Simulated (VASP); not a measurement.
**BaTiO3: single point with PBEsol+D3(BJ)**

The system is BaTiO3.

```
Ba Ti O
1.0
     3.94712    0.00000    0.00000
     0.00000    3.94712    0.00000
     0.00000    0.00000    3.94712
Ba Ti O
1 1 3
Direct
  0.50000 0.50000 0.50000
  0.00000 0.00000 0.00000
  0.00000 0.00000 0.50000
  0.00000 0.50000 0.00000
  0.50000 0.00000 0.00000
```

| Quantity | Value |
| --- | --- |
| Program | VASP 6.6.1 |
| Task | single point |
| Functional | PBEsol |
| Dispersion | D3(BJ) |
| Potentials or basis | VASP PAW PBE potentials, release 64 (Ba_sv, Ti_sv, O) |
| Cutoff | 520 eV |
| k mesh | 7 × 7 × 7 |
| Occupations | fermi-dirac, width 0.05 eV |
| Spin | no spin polarisation |
| Dipole correction | no |
| Further INCAR settings | ALGO = Normal; EDIFF = 1e-06; NBANDS = 28 |

```json
{
  "Pressure": "1.6 GPa",
  "Band gap on the k mesh": "1.84 eV, indirect (least direct gap 1.88 eV)",
  "Dispersion energy per atom": "-0.276 eV"
}
```

Levels at points of the mesh, in eV from the valence-band top:
| k point | band 18 | band 19 | band 20 | band 21 | band 22 | band 23 |
| --- | --- | --- | --- | --- | --- | --- |
| (0.00, 0.00, 0.00) | -0.04 | -0.04 | -0.04 | 1.84 | 1.84 | 1.84 |

It took 17 s on 1 thread of AMD EPYC 9R45 96-Core Processor (Zen 5), on a shared host, peak memory 0.17 GiB.

Caveat: three body term missing; the PAW data sets were made with another functional, which shifts forces and pressure a little; spin-orbit coupling is left out, which moves the levels of the heavy elements. A k mesh can miss the band edges.
